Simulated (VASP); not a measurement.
# Hf in VASP: a series of runs, part 2 of 2

VASP 6.6.1. The steps go on from the part before.

## 6. Single point, PBEsol (strain -0.015 along x and y, -0.030 along z)

File INCAR:

```
PREC     = Accurate       # precision mode
ENCUT    = 520            # plane-wave cutoff, eV
EDIFF    = 1E-6           # SCF threshold, eV
ISMEAR   = 0              # smearing method
SIGMA    = 0.15           # smearing width, eV
LREAL    = F              # projectors in reciprocal space
LASPH    = T              # aspherical terms in the spheres
NELM     = 60             # most SCF steps
ALGO     = Fast           # electronic algorithm
ISIF     = 2              # what is computed and relaxed
LWAVE    = F              # write WAVECAR
LCHARG   = F              # write CHGCAR
GGA      = PS             # functional
NBANDS   = 11             # bands
```

File KPOINTS:

```
Automatic mesh
0
Gamma
  18 18 18
```

File POSCAR:

```
Hf
1.0
   -1.7779250000      1.7779250000      1.7508500000
    1.7779250000     -1.7779250000      1.7508500000
    1.7779250000      1.7779250000     -1.7508500000
Hf
1
Direct
    0.0000000000      0.0000000000      0.0000000000
```

Potentials or basis: VASP PAW PBE potentials, release 64 (Hf_pv).

The run is started by

```sh
> cat potpaw_PBE.64/Hf_pv/POTCAR > POTCAR
> mpirun -np 1 vasp_std > vasp.out
```

OUTCAR:

```text
PREC = Accurate
   ENCUT = 520
   EDIFF = 1E-6
   ISMEAR = 0
   LREAL = F
   LASPH = T
   NELM = 60
   ISIF = 2
   GGA = PS

 ion  position               nearest neighbor table
   1  0.000  0.000  0.000-

  LATTYP: Found a body centered tetragonal cell.
 ALAT       =     3.5558500000
 C/A-ratio  =     0.9847715736

  Lattice vectors:

 A1 = (  -1.7779250000,   1.7779250000,   1.7508500000)
 A2 = (   1.7779250000,  -1.7779250000,   1.7508500000)
 A3 = (   1.7779250000,   1.7779250000,  -1.7508500000)

Analysis of symmetry for initial positions (statically):
=====================================================================
 Subroutine PRICEL returns:
 Original cell was already a primitive cell.

 Routine SETGRP: Setting up the symmetry group for a
 body centered tetragonal supercell.

 Subroutine GETGRP returns: Found 16 space group operations
 (whereof 16 operations were pure point group operations)
 out of a pool of 16 trial point group operations.

The static configuration has the point symmetry D_4h.

Analysis of symmetry for dynamics (positions and initial velocities):
=====================================================================
 Subroutine PRICEL returns:
 Original cell was already a primitive cell.

 Routine SETGRP: Setting up the symmetry group for a
 body centered tetragonal supercell.

 Subroutine GETGRP returns: Found 16 space group operations
 (whereof 16 operations were pure point group operations)
 out of a pool of 16 trial point group operations.

The dynamic configuration has the point symmetry D_4h.

 Subroutine INISYM returns: Found 16 space group operations
 (whereof 16 operations are pure point group operations),
 and found     1 'primitive' translations

----------------------------------------------------------------------------------------

[... 114 lines left out ...]
   LORBIT       =      0    0 simple, 1 ext, 2 COOP (PROOUT), +10 PAW based schemes
   GGA     = PS    functional components
   LHFCALC =     F    Hartree Fock is set to
   AEXX    =    0.0000 exact exchange contribution
   IVDW    =     0    specifies the selected vdW correction
   LEPSILON=     F    determine dielectric tensor
   LRPA    =     F    only Hartree local field effects (RPA)
 non-spin polarized calculation
 RMM-DIIS sequential band-by-band and
 Gauss-broadening in eV      SIGMA  =   0.15
  energy-cutoff  :      520.00
  volume of cell :       22.14
 maximum number of plane-waves:       611
   NGX = 11   NGY = 11   NGZ = 11

 number of electron      10.0000000 magnetization

 Free energy of the ion-electron system (eV)
  ---------------------------------------------------
  ext. energy  EPLUGINS =         0.00000000
  ---------------------------------------------------
  free energy    TOTEN  =       -10.33236528 eV

  energy without entropy =      -10.31098243  energy(sigma->0) =      -10.32167386

 E-fermi :   4.4810     XC(G=0): -11.4387

 val. band max:        4.4767840964   @ k =   0.5000   0.2222   0.0000
 cond. band min:       4.4830652698   @ k =   0.5000   0.2778  -0.0000
 fundamental gap:      0.0062811734
 Fermi energy:         4.4810291778

 k-point     1 :       0.0000    0.0000    0.0000
  band No.  band energies     occupation
      1     -25.2551      2.00000
      2     -25.2551      2.00000
      3     -25.2540      2.00000
      4      -2.5910      2.00000
      5       5.8910      0.00000
      6       6.0640      0.00000
      7       6.0640      0.00000
      8       8.7062      0.00000
      9       8.9477      0.00000
     10      17.7775      0.00000
     11      17.7775      0.00000
[... 309 lines left out ...]
 k-point    24 :      -0.2222    0.0556    0.0000
  band No.  band energies     occupation
      1     -25.5618      2.00000
      2     -25.3466      2.00000
      3     -25.2661      2.00000
      4      -1.2025      2.00000
      5       5.1397      0.00000
      6       5.3643      0.00000
      7       7.4690      0.00000
      8       8.1075      0.00000
      9       8.9912      0.00000
     10      17.7635      0.00000
     11      18.6153      0.00000

 [... further k-points ...]

------------------------ aborting loop because EDIFF is reached ----------------------------------------

  FORCE on cell =-STRESS in cart. coord.  units (eV):
  Direction    XX          YY          ZZ          XY          YZ          ZX
  --------------------------------------------------------------------------------------
  -------------------------------------------------------------------------------------
  Total       -0.5407310     -0.5407310     -0.6312918      0.0000000     -0.0000000      0.0000000
  in kB      -39.1341645    -39.1341645    -45.6882888      0.0000000     -0.0000000      0.0000000
  external PRESSURE =     -41.3188726 kB  Pullay stress =       0.0000000 kB

 VOLUME and BASIS-vectors are now :
 -----------------------------------------------------------------------------
  energy-cutoff  :      520.00
  volume of cell :       22.14
      direct lattice vectors                 reciprocal lattice vectors
    -1.777925000  1.777925000  1.750850000     0.000000000  0.281226711  0.285575578
     1.777925000 -1.777925000  1.750850000     0.281226711  0.000000000  0.285575578
     1.777925000  1.777925000 -1.750850000     0.281226711  0.281226711  0.000000000

 POSITION                                       TOTAL-FORCE (eV/Angst)
 -----------------------------------------------------------------------------------
      0.00000      0.00000      0.00000        -0.000000      0.000000      0.000000
 -----------------------------------------------------------------------------------
    total drift:                                0.000000     -0.000000     -0.000000

  FREE ENERGIE OF THE ION-ELECTRON SYSTEM (eV)
  ---------------------------------------------------
  free  energy   TOTEN  =       -10.3323652825 eV

  energy  without entropy=      -10.3109824346  energy(sigma->0) =      -10.32167386
```

OSZICAR:

```text
N       E                     dE             d eps       ncg     rms          rms(c)
DAV:   1     0.119040696135E+02    0.11904E+02   -0.57432E+03 10648   0.843E+02
DAV:   2    -0.102665045032E+02   -0.22171E+02   -0.21416E+02 13407   0.153E+02
DAV:   3    -0.107012118401E+02   -0.43471E+00   -0.42939E+00 13213   0.147E+01
DAV:   4    -0.107028717237E+02   -0.16599E-02   -0.16595E-02 11949   0.110E+00
DAV:   5    -0.107028810478E+02   -0.93241E-05   -0.93242E-05 13291   0.728E-02    0.452E+01
RMM:   6    -0.104245542958E+02    0.27833E+00   -0.18063E-01 10788   0.279E+00    0.257E+01
RMM:   7    -0.103355827189E+02    0.88972E-01   -0.32411E-01 11662   0.384E+00    0.117E+00
RMM:   8    -0.103321490588E+02    0.34337E-02   -0.20710E-02 11727   0.119E+00    0.294E-01
RMM:   9    -0.103323397888E+02   -0.19073E-03   -0.25303E-03 13501   0.414E-01    0.102E-01
RMM:  10    -0.103323584246E+02   -0.18636E-04   -0.35824E-04 12905   0.149E-01    0.149E-01
RMM:  11    -0.103323641994E+02   -0.57749E-05   -0.13524E-04 14175   0.846E-02    0.174E-02
RMM:  12    -0.103323654289E+02   -0.12294E-05   -0.14443E-05 14130   0.306E-02    0.160E-02
RMM:  13    -0.103323652825E+02    0.14635E-06   -0.24108E-06 11238   0.126E-02
   1 F= -.10332365E+02 E0= -.10321674E+02  d E =-.213828E-01
```

Run time: 64 s. Hardware: 1 thread of AMD EPYC 9R45 (Zen 5), shared host; peak memory 0.2 GiB.

What came out:

```yaml
Free_energy: -10.3324 eV
Pressure: -4.1 GPa
Band_gap_on_the_k_mesh: zero (band 5 reaches 6.00 eV, above the bottom of band 6 at 3.80 eV)
```

Caveat: the cell differs from its parent crystal (strain -0.015 along x and y, -0.030 along z); the PAW data sets were made with another functional, which shifts forces and pressure a little; spin-orbit coupling is left out, which moves the levels of the heavy elements.

## 7. The runs side by side

| cell | gap on the mesh (eV) | pressure (GPa) |
| --- | --- | --- |
| a = 3.079 Å, angles 109.5°, 1 atom | none | -5.6 |
| a = 3.173 Å, angles 109.5°, 1 atom | none | -12.3 |
| a = 3.220 Å, angles 109.5°, 1 atom | none | -14.9 |
| a = 3.064 Å, angles 110.3, 110.3, 107.8°, 1 atom | none | -4.2 |
| a = 3.064 Å, angles 109.1, 109.1, 110.3°, 1 atom | none | -4.1 |

Alike in all rows: task single point; level PBEsol; potentials or basis VASP PAW PBE potentials, release 64 (Hf_pv); no spin polarisation; k mesh 18 × 18 × 18; cutoff (eV) 520; smearing gaussian 0.15 eV.

Caveats: the PAW data sets were made with another functional, which shifts forces and pressure a little; spin-orbit coupling is left out, which moves the levels of the heavy elements.

Total energies depend on the potentials used, so only differences within one code and one set of settings carry meaning.
